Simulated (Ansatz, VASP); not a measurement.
One calculation of LaMg, two programs

```
La Mg
1.0
     3.96500    0.00000    0.00000
     0.00000    3.96500    0.00000
     0.00000    0.00000    3.96500
La Mg
1 1
Direct
  0.50000 0.50000 0.50000
  0.00000 0.00000 0.00000
```

Alike in both runs: task single point; functional LDA; k mesh 9 × 9 × 9; no spin polarisation.

```csv
,VASP,Ansatz
version,VASP 6.6.1,Ansatz 0.2.0
potentials or method,"VASP PAW LDA potentials, release 64 (La, Mg), cutoff 520 eV","plane waves, PAW"
occupations,"methfessel-paxton of order 1, width 0.1 eV","cold, width 0.1 eV"
valence electrons in the cell,13,21
```

|  | VASP | Ansatz | Ansatz less VASP |
| --- | --- | --- | --- |
| pressure (GPa) | -3.0 | -2.8 | +0.26 |

LDA's correlation is that of Perdew and Zunger in VASP and of Perdew and Wang (1992) in Ansatz. VASP's potentials hold 13 valence electrons a cell and Ansatz's 21, so a difference there can come from the potentials and not from the codes.

Spin-orbit coupling is off throughout.
